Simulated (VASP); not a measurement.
# MgS (Niningerite) (P1) in VASP: further runs, part 2 of 4

VASP 6.6.1. The steps go on from the part before.

### 3 Single point, RPBE+D3(BJ)

The input, INCAR:

```
  ALGO = Normal
  EDIFF = 1E-6
  ENCUT = 520
  GGA = RP
  ISIF = 2
  ISMEAR = 0
  IVDW = 12
  LASPH = T
  LCHARG = F
  LREAL = F
  LWAVE = F
  NBANDS = 11
  NELM = 100
  PREC = Accurate
  SIGMA = 0.01
```

The input, KPOINTS:

```
k-points
0
Gamma
  4 4 4
```

The input, POSCAR:

```
MgS
1.0
   -0.0049900000      2.6230800000      2.6649800000
    2.5275000000      0.0299300000      2.6300600000
    2.5715700000      2.6322300000     -0.0141400000
Mg S
1 1
Direct
    0.9883300000      0.0161000000      0.9963000000
    0.5002580372      0.4786737981      0.5167766900
```

Potentials or basis: VASP PAW PBE potentials, release 64 (Mg, S).

The run is started by

```sh
> cat potpaw_PBE.64/Mg/POTCAR potpaw_PBE.64/S/POTCAR > POTCAR
> mpirun -np 1 vasp_std > vasp.out
```

OUTCAR:

```text
EDIFF = 1E-6
   ENCUT = 520
   GGA = RP
   ISIF = 2
   ISMEAR = 0
   IVDW = 12
   LASPH = T
   LREAL = F
   NELM = 100
   PREC = Accurate
 IVDW          = 12

 ion  position               nearest neighbor table
   1  0.988  0.016  0.996-   2 2.51   2 2.53   2 2.59   2 2.60   2 2.70   2 2.72
   2  0.500  0.479  0.517-   1 2.51   1 2.53   1 2.59   1 2.60   1 2.70   1 2.72

  Warning from LATTYP: Got some problem with cell dimensions!
  Tried to take original basis but could not verify dimensions!
  LATTYP: Found a triclinic cell.
 ALAT       =     3.6477894208
 B/A-ratio  =     2.4411076777
 C/A-ratio  =     2.6984031654
 COS(alpha) =     0.0000472076
 COS(beta)  =     0.5762595780
 COS(gamma) =     0.8097619804

  Lattice vectors:

 A1 = (  -2.5275000000,  -0.0299300000,  -2.6300600000)
 A2 = (  -5.0159200000,   5.1655200000,  -5.2393400000)
 A3 = (  -2.5615900000,  -7.8783900000,  -5.3158200000)

Analysis of symmetry for initial positions (statically):
=====================================================================
 Subroutine PRICEL returns:
 Original cell was already a primitive cell.

 Routine SETGRP: Setting up the symmetry group for a
 triclinic supercell.

 Subroutine GETGRP returns: Found  1 space group operations
 (whereof  1 operations were pure point group operations)
 out of a pool of  2 trial point group operations.

The static configuration has the point symmetry C_1 .

Analysis of symmetry for dynamics (positions and initial velocities):
=====================================================================
 Subroutine PRICEL returns:
 Original cell was already a primitive cell.

 Routine SETGRP: Setting up the symmetry group for a
 triclinic supercell.

 Subroutine GETGRP returns: Found  1 space group operations
 (whereof  1 operations were pure point group operations)
 out of a pool of  2 trial point group operations.

The dynamic configuration has the point symmetry C_1 .

 Subroutine INISYM returns: Found  1 space group operations
 (whereof  1 operations are pure point group operations),
 and found     1 'primitive' translations

----------------------------------------------------------------------------------------

                                     Primitive cell

  volume of cell :      35.3941

  direct lattice vectors                    reciprocal lattice vectors
    -0.004990000  2.623080000  2.664980000    -0.195607447  0.192097713  0.185793608
     2.527500000  0.029930000  2.630060000     0.199240388 -0.193623104  0.190951940
     2.571570000  2.632230000 -0.014140000     0.192662008  0.190677665 -0.187318999

  length of vectors
     3.739343791  3.647789421  3.679919425     0.331184343  0.337119092  0.329492077

  position of ions in fractional coordinates (direct lattice)
     0.988330000  0.016100000  0.996300000
     0.500258037  0.478673798  0.516776690

  ion indices of the primitive-cell ions
   primitive index   ion index
                 1           1
                 2           2

----------------------------------------------------------------------------------------

 KPOINTS: k-points

[... 29 lines left out ...]
  0.500000  0.250000  0.000000      2.000000
[... 16 lines left out ...]
  0.000000 -0.250000  0.250000      2.000000
  0.250000 -0.250000  0.250000      2.000000
 [... further k-points ...]
   k-points           NKPTS =     36   k-points in BZ     NKDIM =     36   number of bands    NBANDS=     11
   number of dos      NEDOS =    301   number of ions     NIONS =      2
   total plane-waves  NPLWV =  21952
   dimension x,y,z NGX =    28 NGY =   28 NGZ =   28
   dimension x,y,z NGXF=    56 NGYF=   56 NGZF=   56
   ions per type =               1   1
   NGX,Y,Z   is equivalent  to a cutoff of  12.45, 12.76, 12.65 a.u.
   NGXF,Y,Z  is equivalent  to a cutoff of  24.90, 25.52, 25.30 a.u.
 SYSTEM =  unknown system
   PREC   = accura    normal or accurate (medium, high low for compatibility)
   ISTART =      0    job   : 0-new  1-cont  2-samecut
   ICHARG =      2    charge: 1-file 2-atom 10-const
   ISPIN  =      1    spin polarized calculation?
   LNONCOLLINEAR =      F non collinear calculations
   LSORBIT =      F    spin-orbit coupling
   LASPH  =      T    aspherical Exc in radial PAW
   ENCUT  =  520.0 eV  38.22 Ry    6.18 a.u.   6.95  6.78  6.84*2*pi/ulx,y,z
   NELM   =    100;   NELMIN=  2; NELMDL= -5     # of ELM steps
   EDIFF  = 0.1E-05   stopping-criterion for ELM
   LREAL  =      F    real-space projection
   EDIFFG = 0.1E-04   stopping-criterion for IOM
   NSW    =      0    number of steps for IOM
   IBRION =     -1    ionic relax: 0-MD 1-quasi-New 2-CG
   NFREE  =      0    steps in history (QN), initial steepest desc. (CG)
   ISIF   =      2    stress and relaxation
   ISYM   =      2    0-nonsym 1-usesym 2-fastsym
   POTIM  = 0.5000    time-step for ionic-motion
   TEBEG  =    0.0;   TEEND  =   0.0 temperature during run
   PSTRESS=    0.0 pullay stress
   NELECT =       8.0000    total number of electrons
   NUPDOWN=      -1.0000    fix difference up-down
   EMIN   =  10.00;   EMAX   =-10.00  energy-range for DOS
   EFERMI =   0.00;   METHOD = LEGACY
   ISMEAR =     0;   SIGMA  =   0.01  broadening in eV -4-tet -1-fermi 0-gaus
   EFERMI_NEDOS =   21; number of points for ismear=-14 and -15
   IALGO  =     38    algorithm
   IMIX   =      4    mixing-type and parameters
     AMIX     =   0.40;   BMIX     =  1.00
     AMIX_MAG =   1.60;   BMIX_MAG =  1.00
  volume/ion in A,a.u.               =      17.70       119.43
  Fermi-wavevector in a.u.,A,eV,Ry     =   0.997228  1.884488 13.530509  0.994464
  Thomas-Fermi vector in A             =   2.129370
   LORBIT       =      0    0 simple, 1 ext, 2 COOP (PROOUT), +10 PAW based schemes
   GGA     = RP    functional components
   LHFCALC =     F    Hartree Fock is set to
   AEXX    =    0.0000 exact exchange contribution
   IVDW    =    12    specifies the selected vdW correction
   LEPSILON=     F    determine dielectric tensor
   LRPA    =     F    only Hartree local field effects (RPA)
 non-spin polarized calculation
 Gauss-broadening in eV      SIGMA  =   0.01
  energy-cutoff  :      520.00
  volume of cell :       35.39
 maximum number of plane-waves:       964
   NGX = 13   NGY = 13   NGZ = 13

 number of electron       8.0000000 magnetization

 Free energy of the ion-electron system (eV)
  ---------------------------------------------------
  ext. energy  EPLUGINS =         0.00000000
  ---------------------------------------------------
  free energy    TOTEN  =        -7.89079330 eV

  energy without entropy =       -7.89079330  energy(sigma->0) =       -7.89079330

 E-fermi :   4.0524     XC(G=0):  -9.5070

 val. band max:        3.9383987451   @ k =   0.0000   0.0000   0.0000
 cond. band min:       6.5862648906   @ k =   0.0000   0.5000   0.5000
 fundamental gap:      2.6478661454
 Fermi energy:         4.0523966747

 k-point     1 :       0.0000    0.0000    0.0000
  band No.  band energies     occupation
      1      -8.8323      2.00000
      2       3.6410      2.00000
      3       3.7859      2.00000
      4       3.9384      2.00000
      5       7.6026      0.00000
      6      11.5414      0.00000
      7      11.7097      0.00000
      8      12.1334      0.00000
      9      13.9385      0.00000
     10      14.3973      0.00000
     11      16.3563      0.00000
[... 309 lines left out ...]
 k-point    24 :       0.2500   -0.2500    0.2500
  band No.  band energies     occupation
      1      -7.3589      2.00000
      2      -0.1340      2.00000
      3       1.6121      2.00000
      4       2.5050      2.00000
      5       8.1690      0.00000
      6      10.6292      0.00000
      7      12.5739      0.00000
      8      12.7434      0.00000
      9      16.6122      0.00000
     10      18.2573      0.00000
     11      19.4067      0.00000

 [... further k-points ...]

------------------------ aborting loop because EDIFF is reached ----------------------------------------

 Edisp (eV)   -2.82558

 E8    (eV) :    -1.6774

  FORCE on cell =-STRESS in cart. coord.  units (eV):
  Direction    XX          YY          ZZ          XY          YZ          ZX
  --------------------------------------------------------------------------------------
  -------------------------------------------------------------------------------------
  Total      -2.33578    -2.86836    -3.33451    -0.15886    -0.06188     0.20178
  in kB    -105.73309  -129.84136  -150.94252    -7.19112    -2.80109     9.13376
  external pressure =     -128.84 kB  Pullay stress =        0.00 kB

 VOLUME and BASIS-vectors are now :
 -----------------------------------------------------------------------------
  energy-cutoff  :      520.00
  volume of cell :       35.39
      direct lattice vectors                 reciprocal lattice vectors
    -0.004990000  2.623080000  2.664980000    -0.195607447  0.192097713  0.185793608
     2.527500000  0.029930000  2.630060000     0.199240388 -0.193623104  0.190951940
     2.571570000  2.632230000 -0.014140000     0.192662008  0.190677665 -0.187318999

 POSITION                                       TOTAL-FORCE (eV/Angst)
 -----------------------------------------------------------------------------------
      2.59782      5.21544      2.66214        -0.197413      0.273530     -0.151079
      2.53628      2.68682      2.58481         0.197413     -0.273530      0.151079
 -----------------------------------------------------------------------------------
    total drift:                               -0.000109      0.000013     -0.000020

  FREE ENERGIE OF THE ION-ELECTRON SYSTEM (eV)
  ---------------------------------------------------
  free  energy   TOTEN  =       -10.7163771514 eV

  energy  without entropy=      -10.7163771514  energy(sigma->0) =      -10.71637715
```

OSZICAR:

```text
N       E                     dE             d eps       ncg     rms          rms(c)
DAV:   1     0.209104064674E+02    0.20910E+02   -0.35003E+03   832   0.583E+02
DAV:   2    -0.704760216751E+01   -0.27958E+02   -0.26013E+02   993   0.988E+01
DAV:   3    -0.829607319509E+01   -0.12485E+01   -0.12461E+01   982   0.221E+01
DAV:   4    -0.830376082745E+01   -0.76876E-02   -0.76868E-02   985   0.206E+00
DAV:   5    -0.830383165984E+01   -0.70832E-04   -0.70831E-04   973   0.195E-01    0.508E+00
DAV:   6    -0.792825405499E+01    0.37558E+00   -0.77728E-01   909   0.355E+00    0.403E+00
DAV:   7    -0.788786427847E+01    0.40390E-01   -0.26301E-01   963   0.228E+00    0.260E+00
DAV:   8    -0.789096898729E+01   -0.31047E-02   -0.21158E-02   876   0.922E-01    0.112E+00
DAV:   9    -0.789072927872E+01    0.23971E-03   -0.95693E-04   978   0.186E-01    0.362E-01
DAV:  10    -0.789079499471E+01   -0.65716E-04   -0.24073E-04   908   0.782E-02    0.799E-02
DAV:  11    -0.789079338147E+01    0.16132E-05   -0.33706E-05   988   0.275E-02    0.270E-02
DAV:  12    -0.789079329865E+01    0.82812E-07   -0.24247E-06   926   0.871E-03
   1 F= -.10716377E+02 E0= -.10716377E+02  d E =-.320911E-60
```

stdout:

```text
POSCAR found type information on POSCAR MgS
 POSCAR found :  2 types and       2 ions
 scaLAPACK will be used
 -----------------------------------------------------------------------------
|                                                                             |
|                                                                             |
|     You enforced a specific xc type in the INCAR file but a different       |
|     I HOPE YOU KNOW WHAT YOU ARE DOING!                                     |
|                                                                             |
 -----------------------------------------------------------------------------

 LDA part: xc-table for (Slater+PW92), standard interpolation
 POSCAR, INCAR and KPOINTS ok, starting setup
 FFT: planning ... GRIDC
 FFT: planning ... GRID_SOFT
 FFT: planning ... GRID
 WAVECAR not read
 entering main loop
```

Run time: 13 s. Hardware: 1 thread of AMD EPYC 7R43 (Zen 3), shared host; peak memory 0.14 GiB.

What came out:

| Quantity | Value |
| --- | --- |
| Free energy | -10.7164 eV |
| Pressure | -12.9 GPa |
| Largest force | 0.370 eV/Å |
| Band gap on the k mesh | 2.65 eV, indirect (least direct gap 3.66 eV) |
| Dispersion energy per atom | -1.413 eV |

Forces in eV/Å, atoms in the order of the input:
```
Mg  -0.197  0.274 -0.151
S    0.197 -0.274  0.151
```

Levels at points of the mesh, in eV from the valence-band top:
```tsv
k point	band 1	band 2	band 3	band 4	band 5	band 6	band 7	band 8
(0.00, 0.00, 0.00)	-12.77	-0.30	-0.15	0.00	3.66	7.60	7.77	8.20
(0.50, 0.00, 0.00)	-11.50	-4.93	-0.76	-0.65	4.51	6.73	7.04	10.06
(0.00, 0.50, 0.00)	-11.43	-4.83	-0.87	-0.79	4.34	6.51	6.83	10.02
(0.50, 0.50, 0.00)	-11.19	-4.30	-1.87	-1.58	2.84	4.39	11.71	12.60
(0.00, 0.00, 0.50)	-11.52	-4.95	-0.77	-0.57	4.54	6.69	7.23	10.08
(0.50, 0.00, 0.50)	-11.13	-4.29	-2.00	-1.58	2.75	4.35	11.87	12.61
(0.00, 0.50, 0.50)	-11.04	-4.26	-1.99	-1.81	2.65	4.25	12.08	12.68
(0.50, 0.50, 0.50)	-11.49	-4.92	-0.81	-0.63	4.46	6.68	7.07	10.07
```

Caveat: the k points lie up to 0.53 Å⁻¹ apart; the PAW data sets were made with another functional, which shifts forces and pressure a little. RPBE gaps usually lie below the measured ones, often by a third to a half.

(Part 2 of 4 ends here.)
